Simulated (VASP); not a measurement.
## F: single point with PBE

F:

```
CELL_PARAMETERS angstrom
2.65213 -1.55126 0.07290
2.65213 1.55126 0.07290
-1.29144 0.00000 7.18352
ATOMIC_POSITIONS crystal
F 0.96862 0.59525 0.10696
F 0.40475 0.03138 0.39304
F 0.03138 0.40475 0.89304
F 0.59525 0.96862 0.60696
```

This cell differs from its parent crystal: strained.

```yaml
Program: VASP 6.6.1
Task: single point
Functional: PBE
Potentials_or_basis: VASP PAW PBE potentials, release 64 (F)
Cutoff: 520 eV
k_mesh: 10 × 10 × 4
Occupations: gaussian, width 0.02 eV
Spin: no spin polarisation
Dipole_correction: no
Further_INCAR_settings: ALGO = Normal; EDIFF = 1e-06; NBANDS = 22
```

```yaml
Pressure: -9.0 GPa
Largest_force: 3.164 eV/Å
Band_gap_on_the_k_mesh: 0.91 eV, direct
```

Forces on the atoms (eV/Å):
```
F   -0.167 -0.784 -3.060
F    0.167 -0.784  3.060
F    0.167  0.784  3.060
F   -0.167  0.784 -3.060
```

Stress tensor (GPa, compression positive):
```
  0.94   0.00  -0.89
  0.00  -0.93   0.00
 -0.89   0.00 -26.93
```

Levels at points of the mesh, in eV from the valence-band top:
```
           k point  band 12  band 13  band 14  band 15  band 16  band 17
(0.00, 0.00, 0.00)    -0.13    -0.01     0.00     0.91     2.00    10.08
(0.50, 0.00, 0.00)    -0.75    -0.22    -0.16     1.61     1.62    14.99
(0.50, 0.50, 0.00)    -0.52    -0.47    -0.08     1.33     1.80    15.13
(0.00, 0.00, 0.50)    -0.18    -0.05    -0.05     1.48     1.48    10.84
(0.50, 0.00, 0.50)    -0.47    -0.38     0.00     1.42     1.69    15.20
(0.50, 0.50, 0.50)    -0.76    -0.28    -0.28     1.61     1.61    15.22
```

Wall time 46 s on 1 thread of Intel(R) Xeon(R) 6975P-C (Granite Rapids), on a shared host, peak memory 0.23 GiB.

Caveat: the cell differs from its parent crystal (strained); forces of over 1 eV/Å act on the atoms, so gaps and moduli don't describe the material at rest. A k mesh can miss the band edges.
